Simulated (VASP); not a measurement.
LiCl: single point with r2SCAN

The system is LiCl.

```xyz
4
Lattice="3.9249 0.0000 0.0000 -1.9624 3.3990 0.0000 0.0000 0.0000 6.3572" Properties=species:S:1:pos:R:3 pbc="T T T"
Li    1.9624    1.1330    5.5690
Li    0.0000    2.2660    2.3904
Cl    1.9624    1.1330    3.1721
Cl    0.0000    2.2660    6.3507
```

* Program: VASP 6.6.1
* Task: single point
* Functional: r2SCAN
* Potentials or basis: VASP PAW PBE potentials, release 64 (Li_sv, Cl)
* Cutoff: 520 eV
* k mesh: 6 × 6 × 3
* Occupations: gaussian, width 0.01 eV
* Spin: no spin polarisation

| Quantity | Value |
| --- | --- |
| Largest force | 0.029 eV/Å |
| Band gap on the k mesh | 6.65 eV, direct |

Forces on the atoms (eV/Å):
```
Li   0.000  0.000  0.029
Li   0.000  0.000  0.029
Cl   0.000  0.000 -0.029
Cl   0.000  0.000 -0.029
```

Levels at points of the mesh, in eV from the valence-band top:
```
           k point  band 7  band 8  band 9  band 10  band 11  band 12  band 13  band 14
(0.00, 0.00, 0.00)   -0.32   -0.02   -0.02     0.00     6.65     9.00    10.86    10.86
(0.50, 0.00, 0.00)   -1.08   -0.83   -0.54    -0.29     8.43     8.63     9.87    11.08
```

It took 69 s on 1 thread of Intel(R) Xeon(R) Platinum 8488C (Sapphire Rapids) (shared host), peak memory 0.2 GiB.

Caveat: the PAW data sets were made with another functional, which shifts forces and pressure a little. r2SCAN opens gaps a little over a GGA but as a rule still falls short of measured ones.
